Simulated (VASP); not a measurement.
Input of a VASP 6.6.1 run:

POSCAR

```
Sb
1.0
    0.0000000000      3.4000000000      3.4000000000
    3.4000000000      0.0000000000      3.4000000000
    3.4000000000      3.4000000000      0.0000000000
Sb
2
Direct
    0.0000000000      0.0000000000      0.0000000000
    0.2500000000      0.2500000000      0.2500000000
```

Contents of INCAR.step1:

```
SYSTEM = Sb
PREC = Accurate ; ENCUT = 600
ISMEAR = 0 ; SIGMA = 0.05
LREAL = .FALSE. ; LASPH = .TRUE.
NELM = 60 ; GGA = PE
ALGO = Normal ; EDIFF = 1E-4
LWAVE = .TRUE. ; LCHARG = .FALSE.
```

The input INCAR.step2:

```
SYSTEM = Sb
PREC = Accurate ; ENCUT = 600
EDIFF = 1E-6 ; ISMEAR = 0
SIGMA = 0.05 ; LREAL = .FALSE.
LASPH = .TRUE. ; NELM = 60
ALGO = Normal ; ISIF = 3
LWAVE = .FALSE. ; LCHARG = .FALSE.
METAGGA = R2SCAN ; LMIXTAU = .TRUE.
IBRION = 2 ; NSW = 80
EDIFFG = -0.02 ; ISTART = 1
```

File KPOINTS:

```
regular mesh
0
G
  5 5 5
  0 0 0
```

Potentials or basis: VASP PAW PBE potentials, release 64 (Sb).

Launch:

```sh
$ cat potpaw_PBE.64/Sb/POTCAR > POTCAR
$ cp INCAR.step1 INCAR
$ mpirun -np 1 vasp_std > vasp.out
$ cp INCAR.step2 INCAR
$ mpirun -np 1 vasp_std > vasp.out
```

Q: Estimate the band gap on the k mesh.

A: Zero (band 5 reaches 4.24 eV, above the bottom of band 6 at 3.73 eV).

Q: Predict the space group after relaxing (to 0.05 Å).

A: Fd-3m (No. 227).

Q: Estimate the relaxed volume.

A: 41.57 Å³/atom.

Q: What does it give for the relaxed cell?

A: a = 4.899 Å, b = 4.899 Å, c = 4.899 Å, α = 60.00°, β = 60.00°, γ = 60.00°.

Step by step:
```tsv
step	energy change (eV)	largest force (eV/Å)	pressure (GPa)	volume (Å³)
1	0.0000	0.0000	2.29	78.61
2	-0.0256	0.0000	-0.82	85.17
3	-0.0309	0.0000	0.01	83.15
```

Caveat: the PAW data sets were made with another functional, which shifts forces and pressure a little; spin-orbit coupling is left out, which moves the levels of the heavy elements.
